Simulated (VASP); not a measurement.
Input of a VASP 6.6.1 run:

Contents of INCAR:

```
PREC = Accurate
ENCUT = 600
EDIFF = 1E-6
ISMEAR = 0
SIGMA = 0.01
LREAL = False
LASPH = True
NELM = 200
ALGO = Normal
ISIF = 2
LWAVE = False
LCHARG = False
LDAU = True
LDAUTYPE = 2
LDAUL = 2 -1
LDAUU = 6 0
LDAUJ = 0 0
LDAUPRINT = 1
GGA = PE
NBANDS = 35
GGA_COMPAT = False
```

File KPOINTS:

```
Automatic mesh
0
Gamma
  6 6 8
```

File POSCAR:

```
ZnF2
1.0
    4.7048000000      0.0000000000      0.0000000000
    0.0000000000      4.7048000000      0.0000000000
    0.0000000000      0.0000000000      3.1338000000
Zn F
2 4
Direct
    0.0000000000      0.0000000000      0.0000000000
    0.5000000000      0.5000000000      0.5000000000
    0.3024000000      0.3024000000      0.0000000000
    0.1976000000      0.8024000000      0.5000000000
    0.6976000000      0.6976000000      0.0000000000
    0.8024000000      0.1976000000      0.5000000000
```

Potentials or basis: VASP PAW PBE potentials, release 64 (Zn, F).

The run is started by

```sh
$ cat potpaw_PBE.64/Zn/POTCAR potpaw_PBE.64/F/POTCAR > POTCAR
$ mpirun -np 1 vasp_std > vasp.out
```

(1) What does it give for the band gap on the k mesh?

(2) Predict the pressure.

(3) What does it give for the largest force?

Answers

(1) 4.59 eV (least direct gap 4.77 eV).

(2) -1.5 GPa.

(3) 0.072 eV/Å.
